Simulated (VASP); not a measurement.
# MnHg (P4/mmm) in VASP: single point with PBE

Aim: the single point of MnHg with PBE.

Everything below comes from runs of VASP 6.6.1. Logs are shortened: lines on timing, memory, paths and dates and some standing lists are left out, and cuts for length are marked.

## (1) The cell of the first run

Symmetry: P4/mmm, No. 123, tetragonal system. Conventional cell: a = 3.342 Å, b = 3.342 Å, c = 3.367 Å, α = 90.00°, β = 90.00°, γ = 90.00°. Mn (site symmetry 4/mmm) has 8 Hg at 2.90 Å and 6 Mn at 3.34 to 3.37 Å within 3.8 Å. Within 3.8 Å of Hg (site symmetry 4/mmm) lie 8 Mn at 2.90 Å and 6 Hg at 3.34 to 3.37 Å.

## (2) Single point, PBE, collinear spin, ferromagnetic start (18.80 Å³/atom)

Contents of INCAR:

```
SYSTEM = MnHg
ALGO = Normal
EDIFF = 1E-6
ENCUT = 520
GGA = PE
ISIF = 2
ISMEAR = -1
ISPIN = 2
LASPH = .TRUE.
LCHARG = .TRUE.
LELF = .TRUE.
LMAXMIX = 4
LORBIT = 11
LREAL = .FALSE.
LVHAR = .TRUE.
LWAVE = .FALSE.
MAGMOM = 4 0
NBANDS = 24
NELM = 150
PREC = Accurate
SIGMA = 0.05
```

Contents of KPOINTS:

```
k-points
0
G
  10 10 10
  0 0 0
```

Contents of POSCAR:

```
MnHg
1.0
    3.3419112212      0.0000000000      0.0000000000
    0.0000000000      3.3419112212      0.0000000000
    0.0000000000      0.0000000000      3.3673211301
Mn Hg
1 1
Direct
    0.5000000000      0.5000000000      0.5000000000
    0.0000000000      0.0000000000      0.0000000000
```

Potentials or basis: VASP PAW PBE potentials, release 64 (Mn_pv, Hg).

The run is started by

```sh
$ cat potpaw_PBE.64/Mn_pv/POTCAR potpaw_PBE.64/Hg/POTCAR > POTCAR
$ mpirun -np 1 vasp_std > vasp.out
```

OUTCAR:

```text
SYSTEM = MnHg
   EDIFF = 1E-6
   ENCUT = 520
   GGA = PE
   ISIF = 2
   ISMEAR = -1
   ISPIN = 2
   LASPH = .TRUE.
   LORBIT = 11
   LREAL = .FALSE.
   NELM = 150
   PREC = Accurate

 ion  position               nearest neighbor table
   1  0.500  0.500  0.500-   2 2.90   2 2.90   2 2.90   2 2.90   2 2.90   2 2.90   2 2.90   2 2.90

   2  0.000  0.000  0.000-   1 2.90   1 2.90   1 2.90   1 2.90   1 2.90   1 2.90   1 2.90   1 2.90

  LATTYP: Found a simple tetragonal cell.
 ALAT       =     3.3419112212
 C/A-ratio  =     1.0076034063

  Lattice vectors:

 A1 = (   3.3419112212,   0.0000000000,   0.0000000000)
 A2 = (   0.0000000000,   3.3419112212,   0.0000000000)
 A3 = (   0.0000000000,   0.0000000000,   3.3673211301)

Analysis of symmetry for initial positions (statically):
=====================================================================
 Subroutine PRICEL returns:
 Original cell was already a primitive cell.

 Routine SETGRP: Setting up the symmetry group for a
 simple tetragonal supercell.

 Subroutine GETGRP returns: Found 16 space group operations
 (whereof 16 operations were pure point group operations)
 out of a pool of 16 trial point group operations.

The static configuration has the point symmetry D_4h.

Analysis of symmetry for dynamics (positions and initial velocities):
=====================================================================
 Subroutine PRICEL returns:
 Original cell was already a primitive cell.

 Routine SETGRP: Setting up the symmetry group for a
 simple tetragonal supercell.

 Subroutine GETGRP returns: Found 16 space group operations
 (whereof 16 operations were pure point group operations)
 out of a pool of 16 trial point group operations.

The dynamic configuration has the point symmetry D_4h.

Analysis of structural, dynamic, and magnetic symmetry:
=====================================================================
 Subroutine PRICEL returns:
 Original cell was already a primitive cell.

 Routine SETGRP: Setting up the symmetry group for a
 simple tetragonal supercell.

 Subroutine GETGRP returns: Found 16 space group operations
 (whereof 16 operations were pure point group operations)
 out of a pool of 16 trial point group operations.

The overall configuration has the point symmetry D_4h.

 Subroutine INISYM returns: Found 16 space group operations
 (whereof 16 operations are pure point group operations),
 and found     1 'primitive' translations

----------------------------------------------------------------------------------------

                                     Primitive cell

  volume of cell :      37.6075

  direct lattice vectors                    reciprocal lattice vectors
     3.341911221  0.000000000  0.000000000     0.299229972  0.000000000  0.000000000
     0.000000000  3.341911221  0.000000000     0.000000000  0.299229972  0.000000000
[... 113 lines left out ...]
   IVDW    =     0    specifies the selected vdW correction
   LEPSILON=     F    determine dielectric tensor
   LRPA    =     F    only Hartree local field effects (RPA)
 spin polarized calculation
  energy-cutoff  :      520.00
  volume of cell :       37.61
 maximum number of plane-waves:      1028
 NGX is ok and might be reduce to    28
   NGX = 13   NGY = 13   NGZ = 13

 number of electron      24.9999997 magnetization       3.9739560

 Free energy of the ion-electron system (eV)
  ---------------------------------------------------
  ext. energy  EPLUGINS =         0.00000000
  ---------------------------------------------------
  free energy    TOTEN  =        -8.49577642 eV

  energy without entropy =       -8.48196706  energy(sigma->0) =       -8.48887174

 E-fermi :   5.2733     XC(G=0): -11.5115

 val. band max:        5.2701498413   @ k =   0.0000   0.0000   0.5000
 cond. band min:       5.2845136150   @ k =   0.5000   0.0000   0.0000
 fundamental gap:      0.0143637737
 Fermi energy:         5.2732706007

 spin component 1

 k-point     1 :       0.0000    0.0000    0.0000
  band No.  band energies     occupation
      1     -44.9956      1.00000
      2     -44.9934      1.00000
      3     -44.9934      1.00000
      4      -4.1881      1.00000
      5      -2.8763      1.00000
      6      -2.8652      1.00000
[... 637 lines left out ...]
     23      21.4017      0.00000
     24      23.1874      0.00000

 [... further k-points ...]

 spin component 2

 k-point     1 :       0.0000    0.0000    0.0000
  band No.  band energies     occupation
      1     -40.8892      1.00000
      2     -40.8870      1.00000
      3     -40.8870      1.00000
      4      -3.9710      1.00000
      5      -2.8616      1.00000
      6      -2.8485      1.00000
[... 637 lines left out ...]
     23      21.8905      0.00000
     24      23.6678      0.00000

 [... further k-points ...]

------------------------ aborting loop because EDIFF is reached ----------------------------------------

  FORCE on cell =-STRESS in cart. coord.  units (eV):
  Direction    XX          YY          ZZ          XY          YZ          ZX
  --------------------------------------------------------------------------------------
  -------------------------------------------------------------------------------------
  Total       -0.3374016     -0.3374016     -0.3293262      0.0000000      0.0000000      0.0000000
  in kB      -14.3741906    -14.3741906    -14.0301561      0.0000000      0.0000000      0.0000000
  external PRESSURE =     -14.2595124 kB  Pullay stress =       0.0000000 kB

 VOLUME and BASIS-vectors are now :
 -----------------------------------------------------------------------------
  energy-cutoff  :      520.00
  volume of cell :       37.61
      direct lattice vectors                 reciprocal lattice vectors
     3.341911221  0.000000000  0.000000000     0.299229972  0.000000000  0.000000000
     0.000000000  3.341911221  0.000000000     0.000000000  0.299229972  0.000000000
     0.000000000  0.000000000  3.367321130     0.000000000  0.000000000  0.296971973

 POSITION                                       TOTAL-FORCE (eV/Angst)
 -----------------------------------------------------------------------------------
      1.67096      1.67096      1.68366         0.000000      0.000000      0.000000
      0.00000      0.00000      0.00000         0.000000      0.000000      0.000000
 -----------------------------------------------------------------------------------
    total drift:                                0.000000      0.000000      0.000000

  FREE ENERGIE OF THE ION-ELECTRON SYSTEM (eV)
  ---------------------------------------------------
  free  energy   TOTEN  =        -8.4957764162 eV

  energy  without entropy=       -8.4819670599  energy(sigma->0) =       -8.48887174

 total charge

# of ion       s       p       d       tot
------------------------------------------
    1        0.248   6.163   4.963  11.374
    2        0.816   0.493   9.255  10.564
--------------------------------------------------
tot          1.064   6.656  14.218  21.938

 magnetization (x)

# of ion       s       p       d       tot
------------------------------------------
    1        0.030   0.016   3.833   3.879
    2       -0.039  -0.059   0.045  -0.052
--------------------------------------------------
tot         -0.010  -0.043   3.879   3.826
```

OSZICAR:

```text
N       E                     dE             d eps       ncg     rms          rms(c)
DAV:   1     0.234598659532E+03    0.23460E+03   -0.13751E+04 12192   0.116E+03
DAV:   2    -0.130068355898E+01   -0.23590E+03   -0.22398E+03 12536   0.341E+02
DAV:   3    -0.891686868162E+01   -0.76162E+01   -0.75901E+01 14312   0.691E+01
DAV:   4    -0.897315569293E+01   -0.56287E-01   -0.56284E-01 13568   0.558E+00
DAV:   5    -0.897401274346E+01   -0.85705E-03   -0.85702E-03 14856   0.627E-01    0.945E+00
DAV:   6    -0.870087655704E+01    0.27314E+00   -0.72829E+00 13640   0.196E+01    0.765E+00
DAV:   7    -0.850719643931E+01    0.19368E+00   -0.20450E+00 13856   0.121E+01    0.468E+00
DAV:   8    -0.849847075548E+01    0.87257E-02   -0.53790E-02 13152   0.166E+00    0.257E+00
DAV:   9    -0.849566230822E+01    0.28084E-02   -0.17611E-02 14240   0.889E-01    0.895E-01
DAV:  10    -0.849570692744E+01   -0.44619E-04   -0.27004E-03 13256   0.445E-01    0.882E-02
DAV:  11    -0.849575946144E+01   -0.52534E-04   -0.14299E-04 13904   0.102E-01    0.298E-02
DAV:  12    -0.849577133567E+01   -0.11874E-04   -0.19629E-05 14176   0.322E-02    0.210E-02
DAV:  13    -0.849577656589E+01   -0.52302E-05   -0.55679E-06 13728   0.164E-02    0.919E-03
DAV:  14    -0.849577641619E+01    0.14970E-06   -0.53195E-07  7856   0.625E-03
   1 F= -.84957764E+01 E0= -.84888717E+01  d E =-.138094E-01  mag=     3.9744
```

Wall time 1.9 min (1 thread of Intel Xeon Platinum 8488C (Sapphire Rapids), shared host); peak memory 0.3 GiB.

Results:

| Quantity | Value |
| --- | --- |
| Free energy | -8.4958 eV |
| Pressure | -1.4 GPa |
| Net moment | 3.97 μB per cell |
| Site moments | Mn +3.88; Hg -0.05 μB |
| Valence electrons inside the program's atomic spheres | Mn 11.37; Hg 10.56 |

Caveat: spin-orbit coupling is left out, which moves the levels of the heavy elements.
